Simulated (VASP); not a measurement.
# Ge (Pm-3m) in VASP: notebook

The runs below take Ge through single point, with BLYP.

All numbers are computed with VASP 6.6.1; they aren't measurements. Logs are shortened: lines on timing, memory, paths and dates and some standing lists are left out, and cuts for length are marked.

## 1. The cell of the first run

Symmetry: Pm-3m, No. 221, cubic system. Conventional cell: a = 2.681 Å, b = 2.681 Å, c = 2.681 Å, α = 90.00°, β = 90.00°, γ = 90.00°. Within 3.5 Å of Ge (site symmetry m-3m) lie 6 Ge at 2.68 Å.

## 2. Single point, BLYP (volume scaled by 0.88)

INCAR reads:

```
SYSTEM = Ge
PREC = Accurate ; ENCUT = 520
EDIFF = 1E-7 ; ISMEAR = -1
SIGMA = 0.1 ; LREAL = .False.
LASPH = .True. ; NELM = 60
ALGO = Normal ; ISIF = 2
LWAVE = .False. ; LCHARG = .True.
GGA = B5 ; ALDAX = 1.0
AGGAX = 1.0 ; AGGAC = 1.0
ALDAC = 0.0 ; LELF = .True.
LVHAR = .True. ; NBANDS = 13
```

KPOINTS reads:

```
Automatic mesh
0
Gamma
  18 18 18
  0 0 0
```

POSCAR reads:

```
Ge
1.0
    2.6807429755      0.0000000000      0.0000000000
    0.0000000000      2.6807429755      0.0000000000
    0.0000000000      0.0000000000      2.6807429755
Ge
1
Direct
    0.0000000000      0.0000000000      0.0000000000
```

Potentials or basis: VASP PAW PBE potentials, release 64 (Ge_d).

On the command line:

```
> cat potpaw_PBE.64/Ge_d/POTCAR > POTCAR
> mpirun -np 1 vasp_std > vasp.out
```

OUTCAR:

```text
SYSTEM = Ge
   PREC = Accurate
   ENCUT = 520
   EDIFF = 1E-7
   ISMEAR = -1
   LREAL = .False.
   LASPH = .True.
   NELM = 60
   ISIF = 2
   GGA = B5

 ion  position               nearest neighbor table
   1  0.000  0.000  0.000-

  LATTYP: Found a simple cubic cell.
 ALAT       =     2.6807429755

  Lattice vectors:

 A1 = (   2.6807429755,   0.0000000000,   0.0000000000)
 A2 = (   0.0000000000,   2.6807429755,   0.0000000000)
 A3 = (   0.0000000000,   0.0000000000,   2.6807429755)

Analysis of symmetry for initial positions (statically):
=====================================================================
 Subroutine PRICEL returns:
 Original cell was already a primitive cell.

 Routine SETGRP: Setting up the symmetry group for a
 simple cubic supercell.

 Subroutine GETGRP returns: Found 48 space group operations
 (whereof 48 operations were pure point group operations)
 out of a pool of 48 trial point group operations.

The static configuration has the point symmetry O_h .

Analysis of symmetry for dynamics (positions and initial velocities):
=====================================================================
 Subroutine PRICEL returns:
 Original cell was already a primitive cell.

 Routine SETGRP: Setting up the symmetry group for a
 simple cubic supercell.

 Subroutine GETGRP returns: Found 48 space group operations
 (whereof 48 operations were pure point group operations)
 out of a pool of 48 trial point group operations.

The dynamic configuration has the point symmetry O_h .

 Subroutine INISYM returns: Found 48 space group operations
 (whereof 48 operations are pure point group operations),
 and found     1 'primitive' translations

----------------------------------------------------------------------------------------

                                     Primitive cell

  volume of cell :      19.2648

  direct lattice vectors                    reciprocal lattice vectors
     2.680742975  0.000000000  0.000000000     0.373030913  0.000000000  0.000000000
     0.000000000  2.680742975  0.000000000     0.000000000  0.373030913  0.000000000
     0.000000000  0.000000000  2.680742975     0.000000000  0.000000000  0.373030913

  length of vectors
     2.680742975  2.680742975  2.680742975     0.373030913  0.373030913  0.373030913

  position of ions in fractional coordinates (direct lattice)
     0.000000000  0.000000000  0.000000000

  ion indices of the primitive-cell ions
   primitive index   ion index
                 1           1

----------------------------------------------------------------------------------------

 KPOINTS: Automatic mesh

Automatic generation of k-mesh.
 Grid dimensions read from file:
 generate k-points for:   18   18   18

 Generating k-lattice:

  Cartesian coordinates                     Fractional coordinates (reciprocal lattice)
     0.020723940  0.000000000  0.000000000     0.055555556  0.000000000  0.000000000
     0.000000000  0.020723940  0.000000000     0.000000000  0.055555556  0.000000000
     0.000000000  0.000000000  0.020723940     0.000000000  0.000000000  0.055555556

  Length of vectors
     0.020723940  0.020723940  0.020723940

  Shift w.r.t. Gamma in fractional coordinates (k-lattice)
     0.000000000  0.000000000  0.000000000

 Subroutine IBZKPT returns following result:
 ===========================================

 Found    220 irreducible k-points:

 Following reciprocal coordinates:
            Coordinates               Weight
  0.000000  0.000000  0.000000      1.000000
  0.055556  0.000000  0.000000      6.000000
  0.111111  0.000000  0.000000      6.000000
  0.166667  0.000000  0.000000      6.000000
  0.222222  0.000000  0.000000      6.000000
  0.277778  0.000000  0.000000      6.000000
[... 16 lines left out ...]
  0.277778  0.111111  0.000000     24.000000
  0.333333  0.111111  0.000000     24.000000
 [... further k-points ...]
   k-points           NKPTS =    220   k-points in BZ     NKDIM =    220   number of bands    NBANDS=     13
   number of dos      NEDOS =    301   number of ions     NIONS =      1
   total plane-waves  NPLWV =   8000
   dimension x,y,z NGX =    20 NGY =   20 NGZ =   20
   dimension x,y,z NGXF=    40 NGYF=   40 NGZF=   40
   ions per type =               1
   NGX,Y,Z   is equivalent  to a cutoff of  12.40, 12.40, 12.40 a.u.
   NGXF,Y,Z  is equivalent  to a cutoff of  24.81, 24.81, 24.81 a.u.
 SYSTEM =  Ge
   PREC   = accura    normal or accurate (medium, high low for compatibility)
   ISTART =      0    job   : 0-new  1-cont  2-samecut
   ICHARG =      2    charge: 1-file 2-atom 10-const
   ISPIN  =      1    spin polarized calculation?
   LNONCOLLINEAR =      F non collinear calculations
   LSORBIT =      F    spin-orbit coupling
   LASPH  =      T    aspherical Exc in radial PAW
   ENCUT  =  520.0 eV  38.22 Ry    6.18 a.u.   4.98  4.98  4.98*2*pi/ulx,y,z
   NELM   =     60;   NELMIN=  2; NELMDL= -5     # of ELM steps
   EDIFF  = 0.1E-06   stopping-criterion for ELM
   LREAL  =      F    real-space projection
   EDIFFG = 0.1E-05   stopping-criterion for IOM
   NSW    =      0    number of steps for IOM
   IBRION =     -1    ionic relax: 0-MD 1-quasi-New 2-CG
   NFREE  =      0    steps in history (QN), initial steepest desc. (CG)
   ISIF   =      2    stress and relaxation
   ISYM   =      2    0-nonsym 1-usesym 2-fastsym
   POTIM  = 0.5000    time-step for ionic-motion
   TEBEG  =    0.0;   TEEND  =   0.0 temperature during run
   PSTRESS=    0.0 pullay stress
   NELECT =      14.0000    total number of electrons
   NUPDOWN=      -1.0000    fix difference up-down
   EMIN   =  10.00;   EMAX   =-10.00  energy-range for DOS
   EFERMI =   0.00;   METHOD = LEGACY
   ISMEAR =    -1;   SIGMA  =   0.10  broadening in eV -4-tet -1-fermi 0-gaus
   EFERMI_NEDOS =   21; number of points for ismear=-14 and -15
   IALGO  =     38    algorithm
   IMIX   =      4    mixing-type and parameters
     AMIX     =   0.40;   BMIX     =  1.00
     AMIX_MAG =   1.60;   BMIX_MAG =  1.00
  volume/ion in A,a.u.               =      19.26       130.01
  Fermi-wavevector in a.u.,A,eV,Ry     =   1.471846  2.781385 29.474713  2.166330
  Thomas-Fermi vector in A             =   2.586932
   LORBIT       =      0    0 simple, 1 ext, 2 COOP (PROOUT), +10 PAW based schemes
   GGA     = B5    functional components
   LHFCALC =     F    Hartree Fock is set to
   AEXX    =    0.0000 exact exchange contribution
   IVDW    =     0    specifies the selected vdW correction
   LEPSILON=     F    determine dielectric tensor
   LRPA    =     F    only Hartree local field effects (RPA)
 non-spin polarized calculation
  energy-cutoff  :      520.00
  volume of cell :       19.26
 maximum number of plane-waves:       552
 NGX is ok and might be reduce to    20
   NGX =  9   NGY =  9   NGZ =  9

 number of electron      13.9999968 magnetization

 Free energy of the ion-electron system (eV)
  ---------------------------------------------------
  ext. energy  EPLUGINS =         0.00000000
  ---------------------------------------------------
  free energy    TOTEN  =        -3.43243169 eV

  energy without entropy =       -3.41801558  energy(sigma->0) =       -3.42522364

 E-fermi :   6.7008     XC(G=0): -10.4452

 val. band max:        6.6856466280   @ k =   0.5000   0.4444   0.4444
 cond. band min:       6.7425153876   @ k =   0.3333   0.3333   0.2778
 fundamental gap:      0.0568687596
 Fermi energy:         6.7008471668

 k-point     1 :       0.0000    0.0000    0.0000
  band No.  band energies     occupation
      1     -17.9744      2.00000
      2     -17.9744      2.00000
      3     -17.7014      2.00000
      4     -17.7014      2.00000
      5     -17.7014      2.00000
      6      -6.2723      2.00000
      7      13.3881      0.00000
      8      13.3881      0.00000
      9      13.3881      0.00000
     10      17.0626      0.00000
     11      17.0626      0.00000
     12      19.9435      0.00000
     13      35.8052      0.00000

 k-point     2 :       0.0556    0.0000    0.0000
  band No.  band energies     occupation
      1     -17.9740      2.00000
      2     -17.9681      2.00000
      3     -17.7035      2.00000
      4     -17.7035      2.00000
      5     -17.7012      2.00000
      6      -6.2108      2.00000
      7      12.4448      0.00000
      8      13.4473      0.00000
      9      13.4473      0.00000
     10      17.1168      0.00000
     11      17.8288      0.00000
     12      20.2798      0.00000
     13      34.0868      0.00000

 k-point     3 :       0.1111    0.0000    0.0000
  band No.  band energies     occupation
      1     -17.9727      2.00000
      2     -17.9496      2.00000
      3     -17.7097      2.00000
      4     -17.7097      2.00000
      5     -17.7007      2.00000
      6      -6.0266      2.00000
      7      10.7037      0.00000
      8      13.6231      0.00000
      9      13.6231      0.00000
     10      17.2789      0.00000
     11      18.7638      0.00000
     12      21.5580      0.00000
     13      32.0867      0.00000

 k-point     4 :       0.1667    0.0000    0.0000
  band No.  band energies     occupation
      1     -17.9707      2.00000
      2     -17.9215      2.00000
      3     -17.7192      2.00000
      4     -17.7192      2.00000
      5     -17.6999      2.00000
      6      -5.7208      2.00000
      7       8.8664      0.00000
      8      13.9092      0.00000
      9      13.9092      0.00000
     10      17.5472      0.00000
     11      19.3083      0.00000
     12      23.6083      0.00000
     13      30.2128      0.00000

 k-point     5 :       0.2222    0.0000    0.0000
  band No.  band energies     occupation
      1     -17.9683      2.00000
      2     -17.8871      2.00000
      3     -17.7308      2.00000
      4     -17.7308      2.00000
      5     -17.6989      2.00000
      6      -5.2960      2.00000
      7       7.0850      0.04202
      8      14.2939      0.00000
      9      14.2939      0.00000
     10      17.9180      0.00000
     11      19.7774      0.00000
     12      25.8460      0.00000
     13      28.4844      0.00000

 k-point     6 :       0.2778    0.0000    0.0000
  band No.  band energies     occupation
      1     -17.9657      2.00000
      2     -17.8506      2.00000
      3     -17.7431      2.00000
      4     -17.7431      2.00000
      5     -17.6979      2.00000
      6      -4.7588      2.00000
      7       5.4114      1.99999
      8      14.7567      0.00000
      9      14.7567      0.00000
     10      18.3837      0.00000
     11      20.2937      0.00000
     12      26.9233      0.00000
     13      26.9233      0.00000

 k-point     7 :       0.3333    0.0000    0.0000
  band No.  band energies     occupation
      1     -17.9632      2.00000
      2     -17.8164      2.00000
      3     -17.7546      2.00000
      4     -17.7546      2.00000
      5     -17.6969      2.00000
      6      -4.1248      2.00000
      7       3.8808      2.00000
      8      15.2623      0.00000
      9      15.2623      0.00000
     10      18.9274      0.00000
     11      20.8851      0.00000
     12      25.5644      0.00000
     13      25.5644      0.00000
[... 193 lines left out ...]
 k-point    20 :       0.1111    0.1111    0.0000
  band No.  band energies     occupation
      1     -17.9596      2.00000
      2     -17.9360      2.00000
      3     -17.7185      2.00000
      4     -17.7093      2.00000
      5     -17.7086      2.00000
      6      -5.7811      2.00000
      7      10.6630      0.00000
      8      11.2468      0.00000
      9      13.8581      0.00000
     10      18.2006      0.00000
     11      20.7037      0.00000
     12      22.1235      0.00000
     13      28.6923      0.00000

 k-point    21 :       0.1667    0.1111    0.0000
  band No.  band energies     occupation
      1     -17.9545      2.00000
      2     -17.9108      2.00000
      3     -17.7285      2.00000
      4     -17.7184      2.00000
      5     -17.7081      2.00000
      6      -5.4755      2.00000
      7       9.0663      0.00000
      8      11.3007      0.00000
      9      14.1444      0.00000
     10      18.5377      0.00000
     11      21.5042      0.00000
     12      23.6390      0.00000
     13      27.0845      0.00000

 k-point    22 :       0.2222    0.1111    0.0000
  band No.  band energies     occupation
      1     -17.9510      2.00000
      2     -17.8771      2.00000
      3     -17.7407      2.00000
      4     -17.7300      2.00000
      5     -17.7071      2.00000
      6      -5.0510      2.00000
      7       7.3060      0.00470
      8      11.6755      0.00000
      9      14.5292      0.00000
     10      18.9350      0.00000
     11      21.8090      0.00000
     12      24.6448      0.00000
     13      26.7887      0.00000

 k-point    23 :       0.2778    0.1111    0.0000
  band No.  band energies     occupation
      1     -17.9481      2.00000
      2     -17.8406      2.00000
      3     -17.7536      2.00000
      4     -17.7422      2.00000
      5     -17.7061      2.00000
      6      -4.5143      2.00000
      7       5.6401      1.99995
      8      12.1516      0.00000
      9      14.9922      0.00000
     10      19.4130      0.00000
     11      21.7686      0.00000
     12      24.0181      0.00000
     13      27.1447      0.00000

 k-point    24 :       0.3333    0.1111    0.0000
  band No.  band energies     occupation
      1     -17.9455      2.00000
      2     -17.8063      2.00000
      3     -17.7658      2.00000
      4     -17.7537      2.00000
      5     -17.7050      2.00000
      6      -3.8808      2.00000
      7       4.1135      2.00000
      8      12.6912      0.00000
      9      15.4981      0.00000
     10      19.9317      0.00000
     11      21.1593      0.00000
     12      23.8776      0.00000
     13      25.7869      0.00000

 [... further k-points ...]
[... 5 lines left out ...]
  --------------------------------------------------------------------------------------
  -------------------------------------------------------------------------------------
  Total        1.0049820      1.0049820      1.0049820      0.0000000     -0.0000000     -0.0000000
  in kB       83.5801905     83.5801905     83.5801905      0.0000000     -0.0000000     -0.0000000
  external PRESSURE =      83.5801905 kB  Pullay stress =       0.0000000 kB

 VOLUME and BASIS-vectors are now :
 -----------------------------------------------------------------------------
  energy-cutoff  :      520.00
  volume of cell :       19.26
      direct lattice vectors                 reciprocal lattice vectors
     2.680742975  0.000000000  0.000000000     0.373030913  0.000000000  0.000000000
     0.000000000  2.680742975  0.000000000     0.000000000  0.373030913  0.000000000
     0.000000000  0.000000000  2.680742975     0.000000000  0.000000000  0.373030913

 POSITION                                       TOTAL-FORCE (eV/Angst)
 -----------------------------------------------------------------------------------
      0.00000      0.00000      0.00000         0.000000      0.000000      0.000000
 -----------------------------------------------------------------------------------
    total drift:                               -0.000000      0.000000      0.000000

  FREE ENERGIE OF THE ION-ELECTRON SYSTEM (eV)
  ---------------------------------------------------
  free  energy   TOTEN  =        -3.4324316868 eV

  energy  without entropy=       -3.4180155847  energy(sigma->0) =       -3.42522364
```

Run time: 25 s. Hardware: 1 thread of Intel Xeon Platinum 8375C at 2.90GHz (Ice Lake), shared host; peak memory 0.16 GiB.

Results:

| Property | Result |
| --- | --- |
| Free energy | -3.4324 eV |
| Pressure | 8.4 GPa |
| Band gap on the k mesh | zero (band 7 reaches 13.39 eV, above the bottom of band 8 at 4.12 eV) |

Caveat: the PAW data sets were made with another functional, which shifts forces and pressure a little.

## 3. Single point, BLYP (volume scaled by 0.92)

INCAR reads:

```
SYSTEM = Ge
AGGAC = 1.0
AGGAX = 1.0
ALDAC = 0.0
ALDAX = 1.0
ALGO = Normal
EDIFF = 1E-7
ENCUT = 520
GGA = B5
ISIF = 2
ISMEAR = -1
LASPH = .TRUE.
LCHARG = .FALSE.
LREAL = .FALSE.
LWAVE = .FALSE.
NBANDS = 13
NELM = 60
PREC = Accurate
SIGMA = 0.1
```

KPOINTS reads:

```
k-points
0
G
  18 18 18
  0 0 0
```

POSCAR reads:

```
Ge
1.0
    2.7207599644      0.0000000000      0.0000000000
    0.0000000000      2.7207599644      0.0000000000
    0.0000000000      0.0000000000      2.7207599644
Ge
1
Direct
    0.0000000000      0.0000000000      0.0000000000
```

Potentials or basis: VASP PAW PBE potentials, release 64 (Ge_d).

On the command line:

```
> cat potpaw_PBE.64/Ge_d/POTCAR > POTCAR
> mpirun -np 1 vasp_std > vasp.out
```

It took 24 s on 1 thread of Intel Xeon Platinum 8375C at 2.90GHz (Ice Lake), shared host; peak memory 0.16 GiB.

It converged, with:

```
Free energy            : -3.4685 eV
Pressure               : 4.8 GPa
Band gap on the k mesh : zero (band 7 reaches 12.68 eV, above the bottom of band 8 at 3.79 eV)
```

Levels at points of the mesh, in eV from the Fermi level:
```csv
k point,band 3,band 4,band 5,band 6,band 7,band 8,band 9,band 10,band 11,band 12
"(0.00, 0.00, 0.00)",-24.39,-24.39,-24.39,-12.62,6.44,6.44,6.44,10.20,10.20,12.77
"(0.50, 0.00, 0.00)",-24.45,-24.44,-24.38,-9.06,-5.33,9.15,9.15,13.26,15.52,16.42
"(0.50, 0.50, 0.00)",-24.44,-24.44,-24.32,-5.28,-2.44,-2.44,3.67,11.79,19.49,19.49
"(0.50, 0.50, 0.50)",-24.53,-24.31,-24.31,-0.94,0.27,0.27,0.27,7.21,7.21,7.21
```

Caveat: the PAW data sets were made with another functional, which shifts forces and pressure a little.

(Continued in part 2 of 2.)
